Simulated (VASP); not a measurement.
## GeSe: single point with r2SCAN

GeSe:

```
Se Ge
1.0
    10.78541    0.00000    0.00000
     0.00000    3.81865    0.00000
     0.00000    0.00000    4.37609
Se Ge
4 4
Direct
  0.14650 0.75000 0.49760
  0.35350 0.25000 0.99760
  0.64650 0.75000 0.00240
  0.85350 0.25000 0.50240
  0.37899 0.75000 0.61130
  0.12101 0.25000 0.11130
  0.87899 0.75000 0.88870
  0.62101 0.25000 0.38870
```

- Program: VASP 6.6.1
- Task: single point
- Functional: r2SCAN
- Potentials or basis: VASP PAW PBE potentials, release 64 (Se, Ge_d)
- Cutoff: 550 eV
- k mesh: 3 × 7 × 6
- Occupations: gaussian, width 0.0604 eV
- Spin: no spin polarisation

```json
{"Pressure": "2.1 GPa", "Largest force": "0.080 eV/Å", "Band gap on the k mesh": "0.84 eV (least direct gap 0.98 eV)"}
```

Forces on the atoms (eV/Å):
```
Se   0.026  0.000 -0.064
Se  -0.026  0.000 -0.064
Se   0.026  0.000  0.064
Se  -0.026  0.000  0.064
Ge  -0.057  0.000  0.057
Ge   0.057  0.000  0.057
Ge  -0.057  0.000 -0.057
Ge   0.057  0.000 -0.057
```

Stress tensor (GPa, compression positive):
```
2.10 0.00 0.00
0.00 1.92 0.00
0.00 0.00 2.28
```

Levels at points of the mesh, in eV from the valence-band top:
```
           k point  band 38  band 39  band 40  band 41  band 42  band 43
(0.00, 0.00, 0.00)    -1.11    -0.92    -0.14     0.84     2.86     2.97
(0.00, 0.00, 0.50)    -0.95    -0.33    -0.33     1.51     1.51     2.31
```

Run time: 7.3 min on 1 thread of Intel(R) Xeon(R) 6975P-C (Granite Rapids), with other jobs on the host, peak memory 0.46 GiB.

Caveat: the PAW data sets were made with another functional, which shifts forces and pressure a little; an odd mesh through Γ misses points on the zone boundary, where band edges can lie.
